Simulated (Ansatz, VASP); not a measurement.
# Mo4C: VASP beside Ansatz

Contents of INCAR:

```
  PREC = Accurate
  ENCUT = 520
  EDIFF = 1E-7
  ISMEAR = 0
  SIGMA = 0.1
  LREAL = False
  LASPH = True
  NELM = 80
  ALGO = Normal
  ISIF = 2
  LWAVE = False
  LCHARG = True
  LDIPOL = True
  IDIPOL = 3
  DIPOL = 0.5 0.5 0.323
  LELF = True
  LVHAR = True
  LVACPOTAV = True
  NBANDS = 38
```

Contents of KPOINTS:

```
Automatic mesh
0
Gamma
  9 9 1
```

POSCAR

```
Mo4C
1.0
    3.1111816891      0.0000000000      0.0000000000
    0.0000000000      3.1111816891      0.0000000000
    0.0000000000      0.0000000000     21.5098172784
Mo C
4 1
Direct
    0.5000000000      0.5000000000      0.1859615983
    0.0000000000      0.0000000000      0.2582816382
    0.5000000000      0.5000000000      0.3325055024
    0.0000000000      0.0000000000      0.3956248056
    0.5000000000      0.5000000000      0.4421152051
```

Input for Ansatz:

```yaml
crystal:
  lattice:
    - [3.1111816891, 0.0, 0.0]
    - [0.0, 3.1111816891, 0.0]
    - [0.0, 0.0, 21.5098172784]
  atoms:
    - { symbol: Mo, position: [0.5, 0.5, 0.1859615983] }
    - { symbol: Mo, position: [0.0, 0.0, 0.2582816382] }
    - { symbol: Mo, position: [0.5, 0.5, 0.3325055024] }
    - { symbol: Mo, position: [0.0, 0.0, 0.3956248056] }
    - { symbol: C, position: [0.5, 0.5, 0.4421152051] }
basis:
  ecutwfc: 420
kpoints:
  mp_grid: { grid: [9, 9, 1] }
hamiltonian:
  xc: lda
scf:
  occupations: { method: gaussian, width: 0.1 }
output:
  forces: true
  eigenvalues: true
efield:
  axis: 3
  dipole_correction: true
  ramp_width: 0.04
```

Alike in both runs: task single point; functional LDA; k mesh 9 × 9 × 1; occupations gaussian, width 0.1 eV; no spin polarisation.

```csv
,VASP,Ansatz
version,VASP 6.6.1,Ansatz 0.2.0
potentials or method,"VASP PAW LDA potentials, release 64 (Mo_sv, C), cutoff 520 eV","scalar-relativistic, plane waves, PAW"
valence electrons in the cell,60,60
```

|  | VASP | Ansatz | Ansatz less VASP |
| --- | --- | --- | --- |
| gap on the k mesh at the Fermi level (eV) | none | none | - |
| rms of the force components (eV/Å) | 2.157 | 2.146 | -0.0106 |
| work function, face that differs most (eV) | 6.41 | 6.40 | -0.006 |

LDA's correlation is that of Perdew and Zunger in VASP and of Perdew and Wang (1992) in Ansatz. Atom by atom the forces differ by 0.030 eV/Å (rms over components). A gap of «none» marks a metal or a gap that the smearing closes.
